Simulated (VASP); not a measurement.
# Sn (Fd-3m) in VASP: further runs, part 2 of 2

VASP 6.6.1. The steps go on from the part before.

## 3. Relaxation of volume and atoms at fixed shape, PBEsol

This run uses another cell than the first one, of 33.80 Å³/atom.

Contents of INCAR:

```
SYSTEM = Sn
ALGO = Normal
EDIFF = 1E-7
EDIFFG = -0.02
ENCUT = 600
GGA = PS
IBRION = 2
ISIF = 8
ISMEAR = -1
LASPH = .True.
LCHARG = .False.
LREAL = .False.
LWAVE = .False.
NELM = 60
NSW = 80
PREC = Accurate
SIGMA = 0.1
```

Contents of KPOINTS:

```
k-points
0
Gamma
  7 7 7
  0 0 0
```

Contents of POSCAR:

```
Sn
1.0
    0.0000000000      3.2333400000      3.2333400000
    3.2333400000      0.0000000000      3.2333400000
    3.2333400000      3.2333400000      0.0000000000
Sn
2
Direct
    0.0000000000      0.0000000000      0.0000000000
    0.2500000000      0.2500000000      0.2500000000
```

Potentials or basis: VASP PAW PBE potentials, release 64 (Sn_d).

Run with:

```
> cat potpaw_PBE.64/Sn_d/POTCAR > POTCAR
> mpirun -np 1 vasp_std > vasp.out
```

OUTCAR:

```text
SYSTEM = Sn
   EDIFF = 1E-7
   EDIFFG = -0.02
   ENCUT = 600
   GGA = PS
   IBRION = 2
   ISIF = 8
   ISMEAR = -1
   LASPH = .True.
   LREAL = .False.
   NELM = 60
   NSW = 80
   PREC = Accurate

 ion  position               nearest neighbor table
   1  0.000  0.000  0.000-   2 2.80   2 2.80   2 2.80   2 2.80
   2  0.250  0.250  0.250-   1 2.80   1 2.80   1 2.80   1 2.80

  LATTYP: Found a face centered cubic cell.
 ALAT       =     6.4666800000

  Lattice vectors:

 A1 = (   0.0000000000,   3.2333400000,   3.2333400000)
 A2 = (   3.2333400000,   0.0000000000,   3.2333400000)
 A3 = (   3.2333400000,   3.2333400000,   0.0000000000)

Analysis of symmetry for initial positions (statically):
=====================================================================
 Subroutine PRICEL returns:
 Original cell was already a primitive cell.

 Routine SETGRP: Setting up the symmetry group for a
 face centered cubic supercell.

 Subroutine GETGRP returns: Found 48 space group operations
 (whereof 24 operations were pure point group operations)
 out of a pool of 48 trial point group operations.

The static configuration has the point symmetry T_d .
 The point group associated with its full space group is O_h .

Analysis of symmetry for dynamics (positions and initial velocities):
=====================================================================
 Subroutine PRICEL returns:
 Original cell was already a primitive cell.

 Routine SETGRP: Setting up the symmetry group for a
 face centered cubic supercell.

 Subroutine GETGRP returns: Found 48 space group operations
 (whereof 24 operations were pure point group operations)
 out of a pool of 48 trial point group operations.

The dynamic configuration has the point symmetry T_d .
[... 98 lines left out ...]
   NSW    =     80    number of steps for IOM
   IBRION =      2    ionic relax: 0-MD 1-quasi-New 2-CG
   NFREE  =      1    steps in history (QN), initial steepest desc. (CG)
   ISIF   =      8    stress and relaxation
   ISYM   =      2    0-nonsym 1-usesym 2-fastsym
   POTIM  = 0.5000    time-step for ionic-motion
   TEBEG  =    0.0;   TEEND  =   0.0 temperature during run
   PSTRESS=    0.0 pullay stress
   NELECT =      28.0000    total number of electrons
   NUPDOWN=      -1.0000    fix difference up-down
   EMIN   =  10.00;   EMAX   =-10.00  energy-range for DOS
   EFERMI =   0.00;   METHOD = LEGACY
   ISMEAR =    -1;   SIGMA  =   0.10  broadening in eV -4-tet -1-fermi 0-gaus
   EFERMI_NEDOS =   21; number of points for ismear=-14 and -15
   IALGO  =     38    algorithm
   IMIX   =      4    mixing-type and parameters
     AMIX     =   0.40;   BMIX     =  1.00
     AMIX_MAG =   1.60;   BMIX_MAG =  1.00
  volume/ion in A,a.u.               =      33.80       228.11
  Fermi-wavevector in a.u.,A,eV,Ry     =   1.220299  2.306030 20.260828  1.489129
  Thomas-Fermi vector in A             =   2.355521
   LORBIT       =      0    0 simple, 1 ext, 2 COOP (PROOUT), +10 PAW based schemes
   GGA     = PS    functional components
   LHFCALC =     F    Hartree Fock is set to
   AEXX    =    0.0000 exact exchange contribution
   IVDW    =     0    specifies the selected vdW correction
   LEPSILON=     F    determine dielectric tensor
   LRPA    =     F    only Hartree local field effects (RPA)
 conjugate gradient relaxation of ions
 non-spin polarized calculation
  energy-cutoff  :      600.00
  volume of cell :       67.61
 maximum number of plane-waves:      2281
 NGX is ok and might be reduce to    40
   NGX = 19   NGY = 19   NGZ = 19

--------------------------------------- Ionic step        1  -------------------------------------------

 number of electron      28.0000005 magnetization

 Free energy of the ion-electron system (eV)
  ---------------------------------------------------
  ext. energy  EPLUGINS =         0.00000000
  ---------------------------------------------------
  free energy    TOTEN  =        -8.44232740 eV

  energy without entropy =       -8.43287692  energy(sigma->0) =       -8.43760216

------------------------ aborting loop because EDIFF is reached ----------------------------------------

  FORCE on cell =-STRESS in cart. coord.  units (eV):
  Direction    XX          YY          ZZ          XY          YZ          ZX
  --------------------------------------------------------------------------------------
  -------------------------------------------------------------------------------------
  Total        0.6625465      0.6625465      0.6625465      0.0000000     -0.0000000      0.0000000
  in kB       15.7015609     15.7015609     15.7015609      0.0000000     -0.0000000      0.0000000
  external PRESSURE =      15.7015609 kB  Pullay stress =       0.0000000 kB
[... 59 lines left out ...]
--------------------------------------- Ionic step        3  -------------------------------------------

 number of electron      28.0000002 magnetization

 Free energy of the ion-electron system (eV)
  ---------------------------------------------------
  ext. energy  EPLUGINS =         0.00000000
  ---------------------------------------------------
  free energy    TOTEN  =        -8.45375181 eV

  energy without entropy =       -8.44256203  energy(sigma->0) =       -8.44815692

 E-fermi :   5.1584     XC(G=0):  -8.9584

 val. band max:        4.9820317344   @ k =   0.1429   0.0000   0.0000
 cond. band min:       5.1585068979   @ k =   0.4286   0.0000   0.0000
 fundamental gap:      0.1764751635
 Fermi energy:         5.1584439076

 k-point     1 :       0.0000    0.0000    0.0000
  band No.  band energies     occupation
      1     -16.3155      2.00000
      2     -16.3155      2.00000
      3     -16.3155      2.00000
      4     -16.2584      2.00000
      5     -16.2584      2.00000
      6     -15.9663      2.00000
[... 438 lines left out ...]
  FREE ENERGIE OF THE ION-ELECTRON SYSTEM (eV)
  ---------------------------------------------------
  free  energy   TOTEN  =        -8.4537518144 eV

  energy  without entropy=       -8.4425620294  energy(sigma->0) =       -8.44815692

 reached required accuracy - stopping structural energy minimisation
```

CONTCAR:

```text
Sn
   1.00000000000000
     0.0000000000000000    3.2713108712668002    3.2713108712668002
     3.2713108712668002    0.0000000000000000    3.2713108712668002
     3.2713108712668002    3.2713108712668002    0.0000000000000000
  Sn
     2
Direct
     0.0000000000000000    0.0000000000000000    0.0000000000000000
     0.2500000000000000    0.2500000000000000    0.2500000000000000

  0.00000000E+00  0.00000000E+00  0.00000000E+00
  0.00000000E+00  0.00000000E+00  0.00000000E+00
```

Run time: 1.8 min. Hardware: 1 thread of Oxide Virtual Turin-like, shared host; peak memory 0.21 GiB.

What came out:

- Free energy: -8.4538 eV
- Relaxed volume: 35.01 Å³/atom
- Relaxed cell: a = 4.626 Å, b = 4.626 Å, c = 4.626 Å, α = 60.00°, β = 60.00°, γ = 60.00°
- Space group after relaxing (to 0.1 Å): Fd-3m (No. 227)
- Energy gained by relaxing: 5.7 meV/atom
- Ionic steps: 3
- Pressure after relaxing: 0.0 GPa
- Band gap on the k mesh: zero (bands 14 and 15 overlap by 0.16 eV)

Step by step:
```
step  energy change (eV)  largest force (eV/Å)  pressure (GPa)  volume (Å³)
   1              0.0000                0.0000            1.57        67.61
   2             -0.0100                0.0000           -0.49        70.90
   3             -0.0114                0.0000           -0.01        70.02
```

Final structure:
```xyz
2
Lattice="0.0000 3.2713 3.2713 3.2713 0.0000 3.2713 3.2713 3.2713 0.0000" Properties=species:S:1:pos:R:3 pbc="T T T"
Sn    0.0000    0.0000    0.0000
Sn    1.6357    1.6357    1.6357
```

Levels at points of the mesh, in eV from the Fermi level:
```
           k point  band 10  band 11  band 12  band 13  band 14  band 15  band 16  band 17  band 18
(0.00, 0.00, 0.00)   -21.12   -10.39    -0.78     0.16     0.16     0.16     2.22     2.22     2.22
```

Caveat: the PAW data sets were made with another functional, which shifts forces and pressure a little; spin-orbit coupling is left out, which moves the levels of the heavy elements. Zero-point motion and thermal expansion aren't in these numbers.

The gap in the log of VASP goes by the Fermi energy; the results here count the filled bands.